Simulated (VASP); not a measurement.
A run of VASP 6.6.1 is set up as follows.

Contents of INCAR:

```
SYSTEM = CuO
PREC     = Accurate       ! precision mode
ENCUT    = 520            ! plane-wave cutoff, eV
EDIFF    = 1E-7           ! SCF threshold, eV
ISMEAR   = -1             ! smearing method
SIGMA    = 0.1            ! smearing width, eV
LREAL    = .False.        ! projectors in reciprocal space
LASPH    = .True.         ! aspherical terms in the spheres
NELM     = 150            ! most SCF steps
ALGO     = Normal         ! electronic algorithm
ISIF     = 2              ! what is computed and relaxed
LWAVE    = .False.        ! write WAVECAR
LCHARG   = .False.        ! write CHGCAR
ISPIN    = 2              ! spin polarisation
MAGMOM   = 0.63 0.63 0.32 0.32 ! initial moments
LORBIT   = 11             ! projections on sites
LMAXMIX  = 4              ! l up to which the mixer works
LDAU     = .True.         ! DFT+U
LDAUTYPE = 2            
LDAUL    = 2 -1           ! shell
LDAUU    = 4 0            ! U, eV
LDAUJ    = 0 0          
LDAUPRINT= 1            
GGA      = PE             ! functional
NBANDS   = 29             ! bands
```

The input KPOINTS:

```
Automatic mesh
0
Gamma
  7 7 4
  0 0 0
```

File POSCAR:

```
CuO
1.0
    2.3245000000     -1.7191000000      0.0000000000
    2.3245000000      1.7191000000      0.0000000000
   -0.7792200000      0.0000000000      5.1281400000
Cu O
2 2
Direct
    0.0000000000      0.5000000000      0.0000000000
    0.5000000000      0.0000000000      0.5000000000
    0.5830000000      0.4170000000      0.2500000000
    0.4170000000      0.5830000000      0.7500000000
```

Potentials or basis: VASP PAW PBE potentials, release 64 (Cu, O).

Command:

```console
$ cat potpaw_PBE.64/Cu/POTCAR potpaw_PBE.64/O/POTCAR > POTCAR
$ mpirun -np 1 vasp_std > vasp.out
```

Q: What does it give for the net moment?

A: 1.95 μB per cell.

Q: Estimate the site moments.

A: Cu +0.65; O +0.29 μB.

Forces in eV/Å, atoms in the order of the input:
```
Cu   0.000  0.000  0.000
Cu   0.000  0.000  0.000
O    0.000  0.238  0.000
O    0.000 -0.238  0.000
```

The state reached can hang on the start; a lower one may exist.
